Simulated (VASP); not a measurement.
A run of VASP 6.6.1:

The input INCAR:

```
ALGO = Fast ; EDIFF = 1E-6
ENCUT = 520 ; GGA = PS
ISIF = 2 ; ISMEAR = 0
LASPH = True ; LCHARG = False
LREAL = False ; LWAVE = False
NBANDS = 16 ; NELM = 60
PREC = Accurate ; SIGMA = 0.15
```

KPOINTS

```
k-points
0
Gamma
  12 12 16
```

File POSCAR:

```
Al2Cu
1.0
    4.0841721965      0.0000000000      0.0000000000
    0.0000000000      4.0841721965      0.0000000000
    0.0000000000      0.0000000000      2.8463947513
Al Cu
2 1
Direct
    0.5000000000      0.0000000000      0.5000000000
    0.0000000000      0.5000000000      0.5000000000
   -0.0519400319     -0.0519400319     -0.0526982422
```

Potentials or basis: VASP PAW PBE potentials, release 64 (Al, Cu).

The run is started by

```bash
$ cat potpaw_PBE.64/Al/POTCAR potpaw_PBE.64/Cu/POTCAR > POTCAR
$ mpirun -np 1 vasp_std > vasp.out
```

Hardware: 1 thread of Intel(R) Xeon(R) 6975P-C (Granite Rapids), with other jobs on the host.

**Question.** How long does it take, and how much memory?

**Answer.** It took 4.4 min on 1 thread of Intel(R) Xeon(R) 6975P-C (Granite Rapids), with other jobs on the host, peak memory 0.53 GiB. Counts: scf iterations 20, k points 632.
